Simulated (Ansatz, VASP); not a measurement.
# One calculation of GeSe3, two programs

```
Ge Se
1.0
    -1.89328    1.89328    7.61712
     1.89328   -1.89328    7.61712
     1.89328    1.89328   -7.61712
Ge Se
1 3
Direct
  0.00000 0.00000 0.00000
  0.50000 0.50000 0.00000
  0.25000 0.75000 0.50000
  0.75000 0.25000 0.50000
```

Alike in both runs: functional PBE; k mesh 6 × 6 × 6; occupations gaussian, width 0.1 eV; no spin polarisation.

Ansatz relaxed the structure, and its values are those at the end. VASP's run is a single point on that final structure, the one shown.

|  | VASP | Ansatz |
| --- | --- | --- |
| version | VASP 6.6.1 | Ansatz 0.2.0 |
| potentials or method | VASP PAW PBE potentials, release 64 (Ge_d, Se), cutoff 520 eV | scalar-relativistic, plane waves, PAW |
| valence electrons in the cell | 32 | 62 |

```csv
,VASP,Ansatz,Ansatz less VASP
gap on the k mesh at the Fermi level (eV),none,none,-
pressure (GPa),0.0,0.0,-0.04
```

A gap of «none» marks a metal or a gap that the smearing closes. VASP's potentials hold 32 valence electrons a cell and Ansatz's 62, so a difference there can come from the potentials and not from the codes.

The k mesh is coarse, so the values compare programs but aren't converged.
